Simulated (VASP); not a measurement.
Input of a VASP 6.6.1 run:

File POSCAR:

```
ZnO
1.0
    3.2493080000      0.0000000000      0.0000000000
   -1.6246540000      2.8139832727      0.0000000000
    0.0000000000      0.0000000000      5.2057090000
Zn O
2 2
Direct
    0.6666666667      0.3333333333      0.0000000000
    0.3333333333      0.6666666667      0.5000000000
    0.3333333333      0.6666666667      0.8790100000
    0.6666666667      0.3333333333      0.3790100000
```

Contents of INCAR.step1:

```
SYSTEM = ZnO
PREC = Accurate ; ENCUT = 600
EDIFF = 1E-5 ; ISMEAR = -1
SIGMA = 0.05 ; LREAL = .FALSE.
LASPH = .TRUE. ; NELM = 100
ALGO = Normal ; LWAVE = .TRUE.
LCHARG = .FALSE. ; GGA = PE
NBANDS = 26
```

INCAR.step2

```
SYSTEM = ZnO
PREC = Accurate ; ENCUT = 600
EDIFF = 1E-7 ; ISMEAR = -1
SIGMA = 0.05 ; LREAL = .FALSE.
LASPH = .TRUE. ; NELM = 100
ALGO = Normal ; ISIF = 3
LWAVE = .FALSE. ; LCHARG = .FALSE.
GGA = PE ; LHFCALC = .TRUE.
AEXX = 0.25 ; PRECFOCK = Normal
IBRION = 2 ; NSW = 60
EDIFFG = -0.01 ; ISTART = 1
```

The input KPOINTS:

```
regular mesh
0
G
  5 5 3
  0 0 0
```

Potentials or basis: VASP PAW PBE potentials, release 64 (Zn, O).

Command:

```sh
$ cat potpaw_PBE.64/Zn/POTCAR potpaw_PBE.64/O/POTCAR > POTCAR
$ cp INCAR.step1 INCAR
$ mpirun -np 1 vasp_std > vasp.out
$ cp INCAR.step2 INCAR
$ mpirun -np 1 vasp_std > vasp.out
```

Problem. Predict the relaxed volume.

Solution. 12.00 Å³/atom.

Problem. What does it give for the relaxed cell?

Solution. a = 3.254 Å, b = 3.254 Å, c = 5.234 Å, α = 90.00°, β = 90.00°, γ = 120.00°.

Problem. Predict the space group after relaxing (to 0.05 Å).

Solution. P6_3mc (No. 186).

Final structure:
```
CELL_PARAMETERS angstrom
3.25404 0.00000 0.00000
-1.62702 2.81808 0.00000
0.00000 0.00000 5.23359
ATOMIC_POSITIONS crystal
Zn 0.66667 0.33333 0.99937
Zn 0.33333 0.66667 0.49937
O 0.33333 0.66667 0.87964
O 0.66667 0.33333 0.37964
```

Caveat: the k points lie up to 0.45 Å⁻¹ apart in the final cell; the PAW data sets were made with another functional, which shifts forces and pressure a little. Zero-point motion and thermal expansion aren't in these numbers.
